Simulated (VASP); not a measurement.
A run of VASP 6.6.1 is set up as follows.

The input INCAR:

```
SYSTEM = Ni
PREC     = Accurate       ! precision mode
ENCUT    = 520            ! plane-wave cutoff, eV
EDIFF    = 1E-6           ! SCF threshold, eV
ISMEAR   = 0              ! smearing method
SIGMA    = 0.05           ! smearing width, eV
LREAL    = .FALSE.        ! projectors in reciprocal space
LASPH    = .TRUE.         ! aspherical terms in the spheres
NELM     = 150            ! most SCF steps
ALGO     = Normal         ! electronic algorithm
ISIF     = 2              ! what is computed and relaxed
LWAVE    = .FALSE.        ! write WAVECAR
LCHARG   = .FALSE.        ! write CHGCAR
ISPIN    = 2              ! spin polarisation
MAGMOM   = 1.5            ! initial moments
LORBIT   = 11             ! projections on sites
LMAXMIX  = 4              ! l up to which the mixer works
GGA      = PS             ! functional
NBANDS   = 15             ! bands
```

Contents of KPOINTS:

```
regular mesh
0
G
  11 11 11
  0 0 0
```

File POSCAR:

```
Ni
1.0
    0.0000000000      1.7302705552      1.7302705552
    1.7302705552      0.0000000000      1.7302705552
    1.7302705552      1.7302705552      0.0000000000
Ni
1
Direct
    0.0000000000      0.0000000000      0.0000000000
```

Potentials or basis: VASP PAW PBE potentials, release 64 (Ni).

Launch:

```bash
$ cat potpaw_PBE.64/Ni/POTCAR > POTCAR
$ mpirun -np 1 vasp_std > vasp.out
```

Q: Estimate the pressure.

A: 0.1 GPa.

Q: Estimate the net moment.

A: 0.57 μB per cell.

Q: Predict the site moments.

A: Ni +0.57 μB.

Caveat: the PAW data sets were made with another functional, which shifts forces and pressure a little.
